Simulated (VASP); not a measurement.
Input of a VASP 6.6.1 run:

Contents of POSCAR:

```
GaN
1.0
    0.0000000000      2.2976981147      2.2976981147
    2.2976981147      0.0000000000      2.2976981147
    2.2976981147      2.2976981147      0.0000000000
Ga N
1 1
Direct
    0.0000000000      0.0000000000      0.0000000000
    0.2500000000      0.2500000000      0.2500000000
```

The input INCAR.step1:

```
PREC = Accurate ; ENCUT = 520
EDIFF = 1E-5 ; ISMEAR = -1
SIGMA = 0.05 ; LREAL = False
LASPH = True ; NELM = 80
ALGO = Normal ; ISIF = 2
LWAVE = True ; LCHARG = False
GGA = PE ; NBANDS = 16
```

The input INCAR.step2:

```
PREC = Accurate ; ENCUT = 520
EDIFF = 1E-7 ; ISMEAR = -1
SIGMA = 0.05 ; LREAL = False
LASPH = True ; NELM = 80
ALGO = Normal ; ISIF = 2
LWAVE = False ; LCHARG = False
GGA = B3 ; LHFCALC = True
AEXX = 0.2 ; AGGAX = 0.72
AGGAC = 0.81 ; ALDAC = 0.19
PRECFOCK = Normal ; ISTART = 1
NBANDS = 16
```

The input KPOINTS:

```
Automatic mesh
0
Gamma
  5 5 5
```

Potentials or basis: VASP PAW PBE potentials, release 64 (Ga_d, N).

Launch:

```console
$ cat potpaw_PBE.64/Ga_d/POTCAR potpaw_PBE.64/N/POTCAR > POTCAR
$ cp INCAR.step1 INCAR
$ mpirun -np 1 vasp_std > vasp.out
$ cp INCAR.step2 INCAR
$ mpirun -np 1 vasp_std > vasp.out
```

Task: What does it give for the band gap on the k mesh?

Result: 2.98 eV.

Task: Estimate the pressure.

Result: -5.3 GPa.

Caveat: the k points lie up to 0.47 Å⁻¹ apart; the PAW data sets were made with another functional, which shifts forces and pressure a little.
